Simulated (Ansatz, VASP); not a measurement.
# NaTi2 in VASP and in Ansatz

```
Na Ti
1.0
     3.68186    0.00000    0.00000
    -1.84093    3.18858    0.00000
     0.00000    0.00000    3.97543
Na Ti
1 2
Cartesian
  0.0000 0.0000 0.0000
  0.0000 2.1257 1.9877
  1.8409 1.0629 1.9877
```

Alike in both runs: task relaxation of cell and atoms; functional PBE; k mesh 6 × 6 × 4; occupations gaussian, width 0.1 eV; no spin polarisation.

|  | VASP | Ansatz |
| --- | --- | --- |
| version | VASP 6.6.1 | Ansatz 0.2.0 |
| potentials or method | VASP PAW PBE potentials, release 64 (Na_pv, Ti_sv), cutoff 600 eV | scalar-relativistic, plane waves, PAW |
| valence electrons in the cell | 31 | 33 |

VASP gave:

```
gap on the k mesh at the Fermi level, each at its own relaxed structure (eV)  : none
relaxed volume (Å³/atom)                                                      : 19.56
relaxed length of the cell vector where the two differ most in proportion (Å) : 5.162
```

Question: What did Ansatz give for the same quantities?

Answer: gap on the k mesh at the Fermi level, each at its own relaxed structure (eV): none; relaxed volume (Å³/atom): 19.61; relaxed length of the cell vector where the two differ most in proportion (Å): 5.174.

A gap of «none» marks a metal or a gap that the smearing closes. VASP's potentials hold 31 valence electrons a cell and Ansatz's 33, so a difference there can come from the potentials and not from the codes.

The k mesh is coarse, so the values compare programs but aren't converged. Noted on VASP's run: the volume moved by over 15 % at a fixed basis, so the end points are rough.
